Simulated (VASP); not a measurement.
The system is InP.

```
CELL_PARAMETERS angstrom
0.00000 2.78717 2.78717
2.78717 0.00000 2.78717
2.78717 2.78717 0.00000
ATOMIC_POSITIONS crystal
In 0.00000 0.00000 0.00000
P 0.50000 0.50000 0.50000
```

This cell differs from its parent crystal: volume scaled by 1.02.

Base run:

```yaml
Program: VASP 6.6.1
Functional: PBE
Potentials_or_basis: VASP PAW PBE potentials, release 64 (In_d, P)
Cutoff: 520 eV
k_mesh: 8 × 8 × 8
Occupations: fermi-dirac, width 0.05 eV
Spin: no spin polarisation
```

Its results: band gap on the k mesh zero (band 9 reaches 7.09 eV, above the bottom of band 10 at 4.54 eV); pressure -1.5 GPa.

The run is repeated on the same cell with these changes: functional from PBE to PBEsol. What comes out?

Band gap on the k mesh zero (band 9 reaches 7.00 eV, above the bottom of band 10 at 4.41 eV); pressure -4.6 GPa.

PBEsol binds more tightly than PBE, so the same cell stands under less pressure.

Caveats: spin-orbit coupling is left out, which moves the levels of the heavy elements; the PAW data sets were made with another functional, which shifts forces and pressure a little (some runs).
